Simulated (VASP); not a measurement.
InH, 2 atoms in the cell. The structure is hexagonal, space group P6/mmm (No. 191). The conventional cell has a = 3.385 Å, b = 3.385 Å, c = 3.689 Å, α = 90.00°, β = 90.00°, γ = 120.00°. Within 2.4 Å of In (site symmetry 6/mmm) lie 2 H at 1.84 Å. Within 2.4 Å of H (site symmetry 6/mmm) lie 2 In at 1.84 Å. 

| Property | Result |
| --- | --- |
| Program | VASP 6.6.1 |
| Task | single point |
| Functional | PBE |
| Potentials or basis | VASP PAW PBE potentials, release 64 (In_d, H) |
| Cutoff | 520 eV |
| k mesh | 6 × 6 × 6 |
| Occupations | gaussian, width 0.1 eV |
| Spin | no spin polarisation |
| Dipole correction | no |
| Further INCAR settings | ALGO = Normal; EDIFF = 1e-06; NBANDS = 14 |

Potentials or basis: VASP PAW PBE potentials, release 64 (In_d, H).

Launch:

```console
$ cat potpaw_PBE.64/In_d/POTCAR potpaw_PBE.64/H/POTCAR > POTCAR
$ mpirun -np 1 vasp_std > vasp.out
```

Hardware: 1 thread of Intel(R) Xeon(R) Platinum 8488C (Sapphire Rapids) (shared host).

Problem. How long does it take, and how much memory?

Solution. Run time: 18 s on 1 thread of Intel(R) Xeon(R) Platinum 8488C (Sapphire Rapids), with other jobs on the host, peak memory 0.16 GiB. Counts: scf iterations 13, k points 28.
